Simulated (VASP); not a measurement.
Here is a VASP 6.6.1 calculation.

File INCAR:

```
SYSTEM = ZnS
ALGO = Normal
EDIFF = 1E-6
ENCUT = 520
GGA = PE
ISIF = 2
ISMEAR = 0
LASPH = .TRUE.
LCHARG = .FALSE.
LREAL = .FALSE.
LWAVE = .FALSE.
NBANDS = 46
NELM = 80
PREC = Accurate
SIGMA = 0.05
```

KPOINTS

```
k-points
0
G
  9 9 4
  0 0 0
```

POSCAR

```
ZnS
1.0
    3.7266803813      0.0000000000      0.0000000000
   -1.8633401906      3.2273998820      0.0000000000
    0.0000000000      0.0000000000     13.7704566770
Zn S
4 4
Direct
    0.0000000000      0.0000000000      0.0000492057
    0.0000000000      0.0000000000      0.5000492057
    0.3333333333      0.6666666667      0.2500242903
    0.6666666667      0.3333333333      0.7500242903
    0.0000000000      0.0000000000      0.1872905901
    0.0000000000      0.0000000000      0.6872905901
    0.3333333333      0.6666666667      0.4376359138
    0.6666666667      0.3333333333      0.9376359138
```

Potentials or basis: VASP PAW PBE potentials, release 64 (Zn, S).

Run with:

```sh
$ cat potpaw_PBE.64/Zn/POTCAR potpaw_PBE.64/S/POTCAR > POTCAR
$ mpirun -np 1 vasp_std > vasp.out
```

Problem. Predict the largest force.

Solution. 0.288 eV/Å.

Problem. What does it give for the band gap on the k mesh?

Solution. 1.56 eV, direct.

Stress tensor (GPa, compression positive):
```
 3.91  0.00  0.00
 0.00  3.91  0.00
 0.00  0.00 -8.23
```

 A k mesh can miss the band edges.
